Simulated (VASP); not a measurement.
Here is a VASP 6.6.1 calculation.

INCAR

```
PREC = Accurate
ENCUT = 600
EDIFF = 1E-6
ISMEAR = 0
SIGMA = 0.1
LREAL = F
LASPH = T
NELM = 80
ALGO = Fast
ISIF = 3
LWAVE = F
LCHARG = F
GGA = PE
IBRION = 2
NSW = 90
EDIFFG = -0.04
```

Contents of KPOINTS:

```
Automatic mesh
0
Gamma
  4 4 6
```

Contents of POSCAR:

```
ScAl3
1.0
    2.8289200400     -4.0844205100      0.0000000000
    2.8289200400      4.0844205100      0.0000000000
   -0.1196417200      0.0000000000      2.8263889400
Sc Al
1 3
Direct
    0.5000000000      0.5000000000      0.0000000000
    0.0000000000      0.0000000000      0.0000000000
    0.5000000000      0.0000000000      0.5000000000
    0.0000000000      0.5000000000      0.5000000000
```

Potentials or basis: VASP PAW PBE potentials, release 64 (Sc_sv, Al).

The run is started by

```sh
$ cat potpaw_PBE.64/Sc_sv/POTCAR potpaw_PBE.64/Al/POTCAR > POTCAR
$ mpirun -np 1 vasp_std > vasp.out
```

Q: Estimate the relaxed volume.

A: 18.07 Å³/atom.

Q: Estimate the relaxed cell.

A: a = 5.133 Å, b = 5.133 Å, c = 2.968 Å, α = 90.08°, β = 90.08°, γ = 112.43°.

Stress tensor (GPa, compression positive):
```
0.14 0.00 0.12
0.00 0.00 0.00
0.12 0.00 0.00
```

Caveat: the k points lie up to 0.35 Å⁻¹ apart in the final cell.
